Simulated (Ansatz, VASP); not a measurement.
# Two plane-wave programs on Pt

Contents of INCAR:

```
SYSTEM = Pt
  PREC = Accurate
  ENCUT = 520
  EDIFF = 1E-6
  ISMEAR = 0
  SIGMA = 0.15
  LREAL = .FALSE.
  LASPH = .TRUE.
  NELM = 100
  ALGO = Fast
  ISIF = 2
  LWAVE = .FALSE.
  LCHARG = .TRUE.
  GGA = PE
  LELF = .TRUE.
  LVHAR = .TRUE.
  NBANDS = 11
```

File KPOINTS:

```
Automatic mesh
0
G
  22 22 22
  0 0 0
```

Contents of POSCAR:

```
Pt
1.0
    0.0000000000      2.2268905406      1.7663695768
    2.2268905406      0.0000000000      1.7663695768
    2.2268905406      2.2268905406      0.0000000000
Pt
1
Direct
    0.0000000000      0.0000000000      0.0000000000
```

Input for Ansatz:

```yaml
crystal:
  lattice:
    - [0.0, 2.2268905406, 1.7663695768]
    - [2.2268905406, 0.0, 1.7663695768]
    - [2.2268905406, 2.2268905406, 0.0]
  atoms:
    - { symbol: Pt, position: [0.0, 0.0, 0.0] }
basis:
  ecutwfc: 420
kpoints:
  mp_grid: { grid: [22, 22, 22] }
hamiltonian:
  xc: pbe
  pseudopotentials: { kind: paw, azcp: { folder: soft_1 } }
scf:
  occupations: { method: gaussian, width: 0.15 }
output:
  forces: true
  stress: true
  eigenvalues: true
  write_density: true
  write_potential: true
  elf: true
  volumetric_format: npy
```

Alike in both runs: task single point; functional PBE; k mesh 22 × 22 × 22; occupations gaussian, width 0.15 eV; no spin polarisation.

```csv
,VASP,Ansatz
version,VASP 6.6.1,Ansatz 0.2.0
potentials or method,"VASP PAW PBE potentials, release 64 (Pt), cutoff 520 eV","scalar-relativistic, plane waves, PAW"
valence electrons in the cell,10,18
```

Ansatz gave:

| Quantity | Value |
| --- | --- |
| gap on the k mesh at the Fermi level (eV) | none |
| pressure (GPa) | -18.8 |
| traceless stress, the component that is largest in VASP (GPa) | 2.77 |

**Question.** What did VASP give for the same quantities?

**Answer.** gap on the k mesh at the Fermi level (eV): none; pressure (GPa): -19.1; traceless stress, the component that is largest in VASP (GPa): 2.74.

A gap of «none» marks a metal or a gap that the smearing closes. VASP's potentials hold 10 valence electrons a cell and Ansatz's 18, so a difference there can come from the potentials and not from the codes.

Neither program's run includes spin-orbit coupling.
